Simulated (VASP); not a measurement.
TiBMoC2: relaxation of cell and atoms with PBE

The system is TiBMoC2.

```
Ti B Mo C
1.0
     2.97724    0.00000    0.00000
    -1.48862    2.57836    0.00000
     0.00000    0.00000    6.67834
Ti B Mo C
1 1 1 2
Direct
  0.66667 0.33333 0.21010
  0.33333 0.66667 0.91642
  0.00000 0.00000 0.64051
  0.00000 0.00000 0.35396
  0.66667 0.33333 0.87900
```

```yaml
Program: VASP 6.6.1
Task: relaxation of cell and atoms
Functional: PBE
Potentials_or_basis: VASP PAW PBE potentials, release 64 (Ti_sv, B, Mo_sv, C)
Cutoff: 600 eV
k_mesh: 12 × 12 × 6
Occupations: gaussian, width 0.1 eV
Spin: no spin polarisation
Dipole_correction: no
Further_INCAR_settings: ALGO = Normal; EDIFF = 1e-06; IBRION = 2; EDIFFG = -0.01; NSW = 100; ISIF = 3
```

| Quantity | Value |
| --- | --- |
| Relaxed volume | 10.26 Å³/atom |
| Relaxed cell | a = 2.973 Å, b = 2.973 Å, c = 6.700 Å, α = 90.00°, β = 90.00°, γ = 120.00° |
| Space group after relaxing (to 0.05 Å) | P3m1 (No. 156) |
| Energy gained by relaxing | 0.4 meV/atom |
| Ionic steps | 6 |
| Pressure after relaxing | 0.1 GPa |
| Largest force after relaxing | 0.009 eV/Å |

Forces in eV/Å, atoms in the order of the input:
```
Ti   0.000  0.000 -0.009
B    0.000  0.000  0.005
Mo   0.000  0.000 -0.001
C    0.000  0.000  0.007
C    0.000  0.000 -0.002
```

The path:
```csv
step,energy change (eV),largest force (eV/Å),pressure (GPa),volume (Å³)
1,0.0000,0.1897,0.08,51.27
2,-0.0015,0.0539,0.03,51.30
3,-0.0015,0.0698,0.03,51.31
4,-0.0017,0.0588,-0.17,51.34
5,-0.0018,0.0321,-0.12,51.33
6,-0.0019,0.0091,0.09,51.28
```

Final structure:
```cif
data_structure
_symmetry_space_group_name_H-M 'P 1'
_symmetry_Int_Tables_number 1
_cell_length_a 2.9728
_cell_length_b 2.9728
_cell_length_c 6.6998
_cell_angle_alpha 90.000
_cell_angle_beta 90.000
_cell_angle_gamma 120.000
_cell_volume 51.28
loop_
_atom_site_label
_atom_site_type_symbol
_atom_site_fract_x
_atom_site_fract_y
_atom_site_fract_z
_atom_site_occupancy
Ti1 Ti 0.66667 0.33333 0.21056 1
B1 B 0.33333 0.66667 0.91683 1
Mo1 Mo 0.00000 0.00000 0.63866 1
C1 C 0.00000 0.00000 0.35384 1
C2 C 0.66667 0.33333 0.88012 1
```

Levels at points of the mesh, in eV from the Fermi level:
| k point | band 16 | band 17 | band 18 | band 19 | band 20 | band 21 |
| --- | --- | --- | --- | --- | --- | --- |
| (0.00, 0.00, 0.00) | -2.34 | -2.34 | -0.36 | -0.36 | 0.11 | 0.11 |
| (0.50, 0.00, 0.00) | -3.40 | -1.94 | -1.20 | 0.54 | 0.97 | 2.37 |
| (0.00, 0.00, 0.50) | -2.48 | -2.48 | -0.41 | -0.41 | 0.53 | 0.53 |
| (0.50, 0.00, 0.50) | -3.59 | -2.34 | -0.78 | 0.28 | 1.79 | 2.41 |

It took 7.2 min on 1 thread of Intel(R) Xeon(R) Platinum 8259CL CPU @ 2.50GHz (Skylake/Cascade Lake) (shared host), peak memory 0.31 GiB.
